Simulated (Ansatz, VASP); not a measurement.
**Two plane-wave programs on PdRh6**

```xyz
7
Lattice="2.7096 0.0000 0.0000 0.0000 3.8319 0.0000 0.0000 0.0000 24.1288" Properties=species:S:1:pos:R:3 pbc="T T T"
Pd    0.0000    0.0000    8.1158
Rh    1.3548    1.9160    9.3227
Rh    0.0000    0.0000   10.7316
Rh    1.3548    1.9160   12.0644
Rh    0.0000    0.0000   13.3972
Rh    1.3548    1.9160   14.8061
Rh    0.0000    0.0000   16.0130
```

Alike in both runs: task single point; functional PBE; k mesh 12 × 9 × 1; occupations fermi-dirac, width 0.1 eV; no spin polarisation.

```csv
,VASP,Ansatz
version,VASP 6.6.1,Ansatz 0.2.0
potentials or method,"VASP PAW PBE potentials, release 64 (Pd, Rh_pv)","PAW with Ansatz's default frozen-core files, scalar-relativistic"
plane-wave cutoff (eV),520,420
valence electrons in the cell,100,120
```

```tsv
	VASP	Ansatz	Ansatz less VASP
rms of the force components (eV/Å)	0.304	0.308	+0.0039
```

Atom by atom the forces differ by 0.004 eV/Å (rms over components). The functional is the same, so the differences come from potentials, cutoffs and numerics. VASP's potentials hold 100 valence electrons a cell and Ansatz's 120, so a difference there can come from the potentials and not from the codes.
